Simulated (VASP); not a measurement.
Input of a VASP 6.6.1 run:

Contents of INCAR:

```
ALGO = Normal ; EDIFF = 1E-6
ENCUT = 520 ; GGA = PE
ISIF = 2 ; ISMEAR = 0
LASPH = True ; LCHARG = False
LREAL = False ; LWAVE = False
NBANDS = 17 ; NELM = 60
PREC = Accurate ; SIGMA = 0.01
```

File KPOINTS:

```
k-points
0
Gamma
  4 4 4
```

Contents of POSCAR:

```
TePb
1.0
    0.0000000000      3.6414940572      3.6414940572
    3.6414940572      0.0000000000      3.6414940572
    3.6414940572      3.6414940572      0.0000000000
Pb Te
1 1
Direct
    0.0000000000      0.0000000000      0.0000000000
    0.2500000000      0.2500000000      0.2500000000
```

Potentials or basis: VASP PAW PBE potentials, release 64 (Pb_d, Te).

Launch:

```bash
$ cat potpaw_PBE.64/Pb_d/POTCAR potpaw_PBE.64/Te/POTCAR > POTCAR
$ mpirun -np 1 vasp_std > vasp.out
```

(1) Estimate the pressure.

(2) Predict the band gap on the k mesh.

Answers

(1) 0.5 GPa.

(2) 0.59 eV, indirect (least direct gap 1.19 eV).

Caveat: spin-orbit coupling is left out, which moves the levels of the heavy elements.
